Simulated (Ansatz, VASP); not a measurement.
## GaAs in VASP and in Ansatz

File INCAR:

```
SYSTEM = GaAs
ALGO = Normal
EDIFF = 1E-8
ENCUT = 520
GGA = PE
ISIF = 2
ISMEAR = -1
LASPH = .TRUE.
LCHARG = .FALSE.
LEFG = .TRUE.
LREAL = .FALSE.
LWAVE = .FALSE.
NBANDS = 16
NELM = 80
PREC = Accurate
SIGMA = 0.05
```

KPOINTS

```
k-points
0
G
  11 11 11
  0 0 0
```

Contents of POSCAR:

```
GaAs
1.0
    0.0000000000      2.8268500000      2.8268500000
    2.8268500000      0.0000000000      2.8268500000
    2.8268500000      2.8268500000      0.0000000000
Ga As
1 1
Direct
    0.0000000000      0.0000000000      0.0000000000
    0.7500000000      0.7500000000      0.7500000000
```

Input for Ansatz:

```yaml
crystal:
  lattice:
    - [0.0, 2.82685, 2.82685]
    - [2.82685, 0.0, 2.82685]
    - [2.82685, 2.82685, 0.0]
  atoms:
    - { symbol: Ga, position: [0.0, 0.0, 0.0] }
    - { symbol: As, position: [0.75, 0.75, 0.75] }
kpoints:
  mp_grid: { grid: [11, 11, 11] }
  band_path:
    path:
      - [0.0, 0.0, 0.0]
      - [-0.5, -0.5, 0.0]
      - [-0.375, -0.375, 0.25]
      - [-0.375, 0.0, 0.375]
      - [0.0, 0.0, 0.0]
      - [0.0, 0.0, 0.5]
      - [-0.5, -0.25, 0.25]
      - [-0.5, -0.5, 0.0]
    npoints: 14
scf:
  occupations: { method: fermi_dirac, width: 0.05 }
hamiltonian:
  xc: pbe
  pseudopotentials: { kind: paw }
output:
  forces: true
  stress: true
  eigenvalues: true
  efg: { contact_densities: true }
  populations: true
  bader: true
  dos: { projected: true, de: 0.2, e_range: [-14, 8] }
  write_density: true
  write_potential: true
  elf: true
  volumetric_format: npy
```

Alike in both runs: task electric field gradients; functional PBE; k mesh 11 × 11 × 11; occupations fermi-dirac, width 0.05 eV; no spin polarisation.

|  | VASP | Ansatz |
| --- | --- | --- |
| version | VASP 6.6.1 | Ansatz 0.2.0 |
| potentials or method | VASP PAW PBE potentials, release 64 (Ga_d, As) | PAW with Ansatz's default frozen-core files, scalar-relativistic |
| plane-wave cutoff (eV) | 520 | 420 |
| valence electrons in the cell | 18 | 28 |

VASP gave:

* pressure (GPa): 3.5

**Question.** Which values does Ansatz return?

**Answer.** Pressure (GPa): 3.3.

With one functional, cell and mesh, what is left measures potentials, basis and numerics. VASP's potentials hold 18 valence electrons a cell and Ansatz's 28, so a difference there can come from the potentials and not from the codes.
